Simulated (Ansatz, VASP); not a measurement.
## AlN in VASP and in Ansatz

```
CELL_PARAMETERS angstrom
3.11100 0.00000 0.00000
-1.55550 2.69421 0.00000
0.00000 0.00000 5.05267
ATOMIC_POSITIONS crystal
Al 0.33333 0.66667 0.00000
Al 0.66667 0.33333 0.50000
N 0.33333 0.66667 0.38500
N 0.66667 0.33333 0.88500
```

Change from the starting cell: strain +0.000 along x and y, +0.015 along z, atoms carried along.

Alike in both runs: task single point; functional PBE; k mesh 12 × 12 × 6; occupations gaussian, width 0.05 eV; no spin polarisation.

```csv
,VASP,Ansatz
version,VASP 6.6.1,Ansatz 0.2.0
potentials or method,"VASP PAW PBE potentials, release 64 (Al, N), cutoff 520 eV","scalar-relativistic, plane waves, PAW"
valence electrons in the cell,16,16
```

|  | VASP | Ansatz | Ansatz less VASP |
| --- | --- | --- | --- |
| gap on the k mesh at the Fermi level (eV) | 4.07 | 4.06 | -0.010 |
| least direct gap on the mesh (eV) | 4.07 | 4.06 | -0.010 |
| pressure (GPa) | 1.0 | 1.3 | +0.26 |
| traceless stress, the component that is largest in VASP (GPa) | -4.65 | -4.66 | -0.009 |
| rms of the force components (eV/Å) | 0.188 | 0.187 | -0.0009 |

Atom by atom the forces differ by 0.001 eV/Å (rms over components).
